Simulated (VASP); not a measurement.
# BN (F-43m) in VASP: further runs

BN is run at these levels: PBE, LDA; tasks: single point.

Program: VASP 6.6.1. These are calculated values, not measurements. Logs are shortened: lines on timing, memory, paths and dates and some standing lists are left out, and cuts for length are marked.

## Step 1: The cell of the first run

Symmetry: F-43m, No. 216, cubic system. The conventional cell has a = 3.626 Å, b = 3.626 Å, c = 3.626 Å, α = 90.00°, β = 90.00°, γ = 90.00°. Within 2.1 Å of B (site symmetry -43m) lie 4 N at 1.57 Å. Within 2.1 Å of N (site symmetry -43m) lie 4 B at 1.57 Å.

## Step 2: Single point, PBE

Contents of INCAR:

```
SYSTEM = BN
ALGO     = Normal         ! electronic algorithm
EDIFF    = 1E-6           ! SCF threshold, eV
ENCUT    = 600            ! plane-wave cutoff, eV
GGA      = PE             ! functional
GGA_COMPAT= .FALSE.      
ISIF     = 2              ! what is computed and relaxed
ISMEAR   = 0              ! smearing method
LASPH    = .TRUE.         ! aspherical terms in the spheres
LCHARG   = .FALSE.        ! write CHGCAR
LREAL    = .FALSE.        ! projectors in reciprocal space
LWAVE    = .FALSE.        ! write WAVECAR
NBANDS   = 11             ! bands
NELM     = 120            ! most SCF steps
PREC     = Accurate       ! precision mode
SIGMA    = 0.1            ! smearing width, eV
```

Contents of KPOINTS:

```
k-points
0
G
  8 8 8
  0 0 0
```

Contents of POSCAR:

```
BN
1.0
    0.0000000000      1.8130010000      1.8130010000
    1.8130010000      0.0000000000      1.8130010000
    1.8130010000      1.8130010000      0.0000000000
B N
1 1
Direct
    0.0000000000      0.0000000000      0.0000000000
    0.7500000000      0.7500000000      0.7500000000
```

Potentials or basis: VASP PAW PBE potentials, release 64 (B, N).

Command:

```sh
$ cat potpaw_PBE.64/B/POTCAR potpaw_PBE.64/N/POTCAR > POTCAR
$ mpirun -np 1 vasp_std > vasp.out
```

OUTCAR:

```text
SYSTEM = BN
   EDIFF = 1E-6
   ENCUT = 600
   GGA = PE
   ISIF = 2
   ISMEAR = 0
   LASPH = .TRUE.
   LREAL = .FALSE.
   NELM = 120
   PREC = Accurate

 ion  position               nearest neighbor table
   1  0.000  0.000  0.000-   2 1.57   2 1.57   2 1.57   2 1.57
   2  0.750  0.750  0.750-   1 1.57   1 1.57   1 1.57   1 1.57

  LATTYP: Found a face centered cubic cell.
 ALAT       =     3.6260020000

  Lattice vectors:

 A1 = (   0.0000000000,   1.8130010000,   1.8130010000)
 A2 = (   1.8130010000,   0.0000000000,   1.8130010000)
 A3 = (   1.8130010000,   1.8130010000,   0.0000000000)

Analysis of symmetry for initial positions (statically):
=====================================================================
 Subroutine PRICEL returns:
 Original cell was already a primitive cell.

 Routine SETGRP: Setting up the symmetry group for a
 face centered cubic supercell.

 Subroutine GETGRP returns: Found 24 space group operations
 (whereof 24 operations were pure point group operations)
 out of a pool of 48 trial point group operations.

The static configuration has the point symmetry T_d .

Analysis of symmetry for dynamics (positions and initial velocities):
=====================================================================
 Subroutine PRICEL returns:
 Original cell was already a primitive cell.

 Routine SETGRP: Setting up the symmetry group for a
 face centered cubic supercell.

 Subroutine GETGRP returns: Found 24 space group operations
 (whereof 24 operations were pure point group operations)
 out of a pool of 48 trial point group operations.

The dynamic configuration has the point symmetry T_d .

 Subroutine INISYM returns: Found 24 space group operations
 (whereof 24 operations are pure point group operations),
 and found     1 'primitive' translations

----------------------------------------------------------------------------------------

                                     Primitive cell

  volume of cell :      11.9186

  direct lattice vectors                    reciprocal lattice vectors
     0.000000000  1.813001000  1.813001000    -0.275785838  0.275785838  0.275785838
     1.813001000  0.000000000  1.813001000     0.275785838 -0.275785838  0.275785838
     1.813001000  1.813001000  0.000000000     0.275785838  0.275785838 -0.275785838

  length of vectors
     2.563970603  2.563970603  2.563970603     0.477675083  0.477675083  0.477675083

  position of ions in fractional coordinates (direct lattice)
     0.000000000  0.000000000  0.000000000
     0.750000000  0.750000000  0.750000000

  ion indices of the primitive-cell ions
   primitive index   ion index
                 1           1
                 2           2

----------------------------------------------------------------------------------------

 KPOINTS: k-points

Automatic generation of k-mesh.
 Grid dimensions read from file:
 generate k-points for:    8    8    8

 Generating k-lattice:

  Cartesian coordinates                     Fractional coordinates (reciprocal lattice)
    -0.034473230  0.034473230  0.034473230     0.125000000  0.000000000  0.000000000
     0.034473230 -0.034473230  0.034473230     0.000000000  0.125000000  0.000000000
     0.034473230  0.034473230 -0.034473230     0.000000000  0.000000000  0.125000000

  Length of vectors
     0.059709385  0.059709385  0.059709385

  Shift w.r.t. Gamma in fractional coordinates (k-lattice)
     0.000000000  0.000000000  0.000000000

 Subroutine IBZKPT returns following result:
 ===========================================

 Found     29 irreducible k-points:

 Following reciprocal coordinates:
            Coordinates               Weight
  0.000000  0.000000  0.000000      1.000000
  0.125000  0.000000  0.000000      8.000000
  0.250000  0.000000  0.000000      8.000000
  0.375000  0.000000  0.000000      8.000000
  0.500000  0.000000  0.000000      4.000000
  0.125000  0.125000  0.000000      6.000000
[... 16 lines left out ...]
  0.500000  0.250000  0.125000     48.000000
 -0.375000  0.250000  0.125000     24.000000
 [... further k-points ...]
   k-points           NKPTS =     29   k-points in BZ     NKDIM =     29   number of bands    NBANDS=     11
   number of dos      NEDOS =    301   number of ions     NIONS =      2
   total plane-waves  NPLWV =   8000
   dimension x,y,z NGX =    20 NGY =   20 NGZ =   20
   dimension x,y,z NGXF=    40 NGYF=   40 NGZF=   40
   ions per type =               1   1
   NGX,Y,Z   is equivalent  to a cutoff of  12.97, 12.97, 12.97 a.u.
   NGXF,Y,Z  is equivalent  to a cutoff of  25.94, 25.94, 25.94 a.u.
 SYSTEM =  BN
   PREC   = accura    normal or accurate (medium, high low for compatibility)
   ISTART =      0    job   : 0-new  1-cont  2-samecut
   ICHARG =      2    charge: 1-file 2-atom 10-const
   ISPIN  =      1    spin polarized calculation?
   LNONCOLLINEAR =      F non collinear calculations
   LSORBIT =      F    spin-orbit coupling
   LASPH  =      T    aspherical Exc in radial PAW
   ENCUT  =  600.0 eV  44.10 Ry    6.64 a.u.   5.12  5.12  5.12*2*pi/ulx,y,z
   NELM   =    120;   NELMIN=  2; NELMDL= -5     # of ELM steps
   EDIFF  = 0.1E-05   stopping-criterion for ELM
   LREAL  =      F    real-space projection
   EDIFFG = 0.1E-04   stopping-criterion for IOM
   NSW    =      0    number of steps for IOM
   IBRION =     -1    ionic relax: 0-MD 1-quasi-New 2-CG
   NFREE  =      0    steps in history (QN), initial steepest desc. (CG)
   ISIF   =      2    stress and relaxation
   ISYM   =      2    0-nonsym 1-usesym 2-fastsym
   POTIM  = 0.5000    time-step for ionic-motion
   TEBEG  =    0.0;   TEEND  =   0.0 temperature during run
   PSTRESS=    0.0 pullay stress
   NELECT =       8.0000    total number of electrons
   NUPDOWN=      -1.0000    fix difference up-down
   EMIN   =  10.00;   EMAX   =-10.00  energy-range for DOS
   EFERMI =   0.00;   METHOD = LEGACY
   ISMEAR =     0;   SIGMA  =   0.10  broadening in eV -4-tet -1-fermi 0-gaus
   EFERMI_NEDOS =   21; number of points for ismear=-14 and -15
   IALGO  =     38    algorithm
   IMIX   =      4    mixing-type and parameters
     AMIX     =   0.40;   BMIX     =  1.00
     AMIX_MAG =   1.60;   BMIX_MAG =  1.00
  volume/ion in A,a.u.               =       5.96        40.22
  Fermi-wavevector in a.u.,A,eV,Ry     =   1.433387  2.708709 27.954506  2.054598
  Thomas-Fermi vector in A             =   2.552911
   LORBIT       =      0    0 simple, 1 ext, 2 COOP (PROOUT), +10 PAW based schemes
   GGA     = PE    functional components
   LHFCALC =     F    Hartree Fock is set to
   AEXX    =    0.0000 exact exchange contribution
   IVDW    =     0    specifies the selected vdW correction
   LEPSILON=     F    determine dielectric tensor
   LRPA    =     F    only Hartree local field effects (RPA)
 non-spin polarized calculation
 Gauss-broadening in eV      SIGMA  =   0.10
  energy-cutoff  :      600.00
  volume of cell :       11.92
 maximum number of plane-waves:       415
   NGX = 11   NGY = 11   NGZ = 11

 number of electron       7.9999999 magnetization

 Free energy of the ion-electron system (eV)
  ---------------------------------------------------
  ext. energy  EPLUGINS =         0.00000000
  ---------------------------------------------------
  free energy    TOTEN  =       -17.45433445 eV

  energy without entropy =      -17.45433445  energy(sigma->0) =      -17.45433445

 E-fermi :   7.6966     XC(G=0): -12.7771

 val. band max:        7.2909235864   @ k =   0.0000   0.0000   0.0000
 cond. band min:      11.7405212336   @ k =   0.5000   0.5000   0.0000
 fundamental gap:      4.4495976472
 Fermi energy:         7.6965966255

 k-point     1 :       0.0000    0.0000    0.0000
  band No.  band energies     occupation
      1     -12.8367      2.00000
      2       7.2909      2.00000
      3       7.2909      2.00000
      4       7.2909      2.00000
      5      16.0671      0.00000
      6      16.0671      0.00000
      7      16.0671      0.00000
      8      17.4929      0.00000
      9      31.8722      0.00000
     10      34.9463      0.00000
     11      34.9463      0.00000

 k-point     2 :       0.1250    0.0000    0.0000
  band No.  band energies     occupation
      1     -12.4606      2.00000
      2       5.4268      2.00000
      3       6.9146      2.00000
      4       6.9146      2.00000
      5      16.4111      0.00000
      6      16.6323      0.00000
      7      16.6323      0.00000
      8      18.6895      0.00000
      9      31.4575      0.00000
     10      31.8523      0.00000
     11      31.8523      0.00000

 k-point     3 :       0.2500    0.0000    0.0000
  band No.  band energies     occupation
      1     -11.3697      2.00000
      2       1.8485      2.00000
      3       6.1735      2.00000
      4       6.1735      2.00000
      5      16.8420      0.00000
      6      17.5742      0.00000
      7      17.5742      0.00000
      8      20.7416      0.00000
      9      30.6253      0.00000
     10      30.8041      0.00000
     11      30.8041      0.00000

 k-point     4 :       0.3750    0.0000    0.0000
  band No.  band energies     occupation
      1      -9.7614      2.00000
      2      -1.5751      2.00000
      3       5.5826      2.00000
      4       5.5826      2.00000
      5      17.1882      0.00000
      6      17.9396      0.00000
      7      17.9396      0.00000
      8      22.0463      0.00000
      9      30.4149      0.00000
     10      32.3093      0.00000
     11      32.3093      0.00000

 k-point     5 :       0.5000    0.0000    0.0000
  band No.  band energies     occupation
      1      -8.6631      2.00000
      2      -3.3162      2.00000
      3       5.3679      2.00000
      4       5.3679      2.00000
      5      17.3177      0.00000
      6      17.9462      0.00000
      7      17.9462      0.00000
      8      22.4545      0.00000
      9      30.6176      0.00000
     10      33.8911      0.00000
     11      34.0602      0.00000
[... 211 lines left out ...]
 k-point    21 :       0.5000    0.5000    0.0000
  band No.  band energies     occupation
      1      -7.3090      2.00000
      2      -1.5655      2.00000
      3       2.4317      2.00000
      4       2.4317      2.00000
      5      11.7405      0.00000
      6      16.4707      0.00000
      7      25.0695      0.00000
      8      25.0695      0.00000
      9      27.9193      0.00000
     10      34.3319      0.00000
     11      40.7653      0.00000

 k-point    22 :       0.3750    0.2500    0.1250
  band No.  band energies     occupation
      1     -10.4406      2.00000
      2       1.6211      2.00000
      3       3.3864      2.00000
      4       5.2857      2.00000
      5      15.8112      0.00000
      6      19.0746      0.00000
      7      19.7951      0.00000
      8      20.5232      0.00000
      9      26.6769      0.00000
     10      32.8496      0.00000
     11      34.4646      0.00000

 k-point    23 :       0.5000    0.2500    0.1250
  band No.  band energies     occupation
      1      -8.9400      2.00000
      2      -0.8749      2.00000
      3       2.5743      2.00000
      4       4.3693      2.00000
      5      16.6341      0.00000
      6      18.5851      0.00000
      7      20.9057      0.00000
      8      21.8327      0.00000
      9      27.2820      0.00000
     10      32.3675      0.00000
     11      34.6308      0.00000

 k-point    24 :      -0.3750    0.2500    0.1250
  band No.  band energies     occupation
      1      -7.9680      2.00000
      2      -2.3286      2.00000
      3       2.4995      2.00000
      4       3.8733      2.00000
      5      16.8439      0.00000
      6      18.3804      0.00000
      7      21.5426      0.00000
      8      22.9453      0.00000
      9      26.6579      0.00000
     10      32.9749      0.00000
     11      34.6237      0.00000

 [... further k-points ...]
[... 5 lines left out ...]
  --------------------------------------------------------------------------------------
  -------------------------------------------------------------------------------------
  Total       -0.0322579     -0.0322579     -0.0322579     -0.0000000     -0.0000000      0.0000000
  in kB       -4.3363377     -4.3363377     -4.3363377     -0.0000000     -0.0000000      0.0000000
  external PRESSURE =      -4.3363377 kB  Pullay stress =       0.0000000 kB

 VOLUME and BASIS-vectors are now :
 -----------------------------------------------------------------------------
  energy-cutoff  :      600.00
  volume of cell :       11.92
      direct lattice vectors                 reciprocal lattice vectors
     0.000000000  1.813001000  1.813001000    -0.275785838  0.275785838  0.275785838
     1.813001000  0.000000000  1.813001000     0.275785838 -0.275785838  0.275785838
     1.813001000  1.813001000  0.000000000     0.275785838  0.275785838 -0.275785838

 POSITION                                       TOTAL-FORCE (eV/Angst)
 -----------------------------------------------------------------------------------
      0.00000      0.00000      0.00000        -0.000000      0.000000     -0.000000
      2.71950      2.71950      2.71950         0.000000     -0.000000      0.000000
 -----------------------------------------------------------------------------------
    total drift:                               -0.000000     -0.000000     -0.000000

  FREE ENERGIE OF THE ION-ELECTRON SYSTEM (eV)
  ---------------------------------------------------
  free  energy   TOTEN  =       -17.4543344523 eV

  energy  without entropy=      -17.4543344522  energy(sigma->0) =      -17.45433445
```

Run time: 8.5 s. Hardware: 1 thread of Intel Xeon 8259CL, shared host; peak memory 0.12 GiB.

What came out:

```yaml
Free_energy: -17.4543 eV
Pressure: -0.4 GPa
Band_gap_on_the_k_mesh: 4.45 eV, indirect (least direct gap 8.78 eV)
```

## Step 3: Single point, LDA (functional LDA, strained)

Contents of INCAR:

```
  PREC = Accurate
  ENCUT = 600
  EDIFF = 1E-6
  ISMEAR = 0
  SIGMA = 0.02
  LREAL = False
  LASPH = True
  NELM = 120
  ALGO = Normal
  ISIF = 2
  LWAVE = False
  LCHARG = True
  GGA = CA
  LELF = True
  LVHAR = True
  NBANDS = 11
  GGA_COMPAT = False
```

Contents of KPOINTS:

```
Automatic mesh
0
Gamma
  12 12 12
```

Contents of POSCAR:

```
BN
1.0
    0.0000000000      1.7760520396      1.7760520396
    1.7760520396      0.0000000000      1.7760520396
    1.7760520396      1.7760520396      0.0000000000
B N
1 1
Direct
    0.0000000000      0.0000000000      0.0000000000
    0.7500000000      0.7500000000      0.7500000000
```

Potentials or basis: VASP PAW LDA potentials, release 64 (B, N).

Command:

```sh
$ cat potpaw_LDA.64/B/POTCAR potpaw_LDA.64/N/POTCAR > POTCAR
$ mpirun -np 1 vasp_std > vasp.out
```

Run time: 6.1 s. Hardware: 1 thread of Intel Xeon 6975P-C, shared host; peak memory 0.12 GiB.

It converged, with:

```yaml
Free_energy: -19.4058 eV
Pressure: 10.9 GPa
Band_gap_on_the_k_mesh: 4.40 eV, indirect (least direct gap 8.93 eV)
```

Levels at points of the mesh, in eV from the valence-band top:
```
           k point  band 1  band 2  band 3  band 4  band 5  band 6  band 7  band 8  band 9
(0.00, 0.00, 0.00)  -20.68    0.00    0.00    0.00    8.93    8.93    8.93   11.31   25.50
(0.50, 0.00, 0.00)  -16.14  -11.20   -2.05   -2.05   10.85   10.85   10.91   15.55   23.86
(0.50, 0.50, 0.00)  -14.69   -9.23   -5.19   -5.19    4.40    9.44   18.51   18.51   21.43
```

Caveat: the cell differs from its parent crystal (functional LDA, strained). A k mesh can miss the band edges.
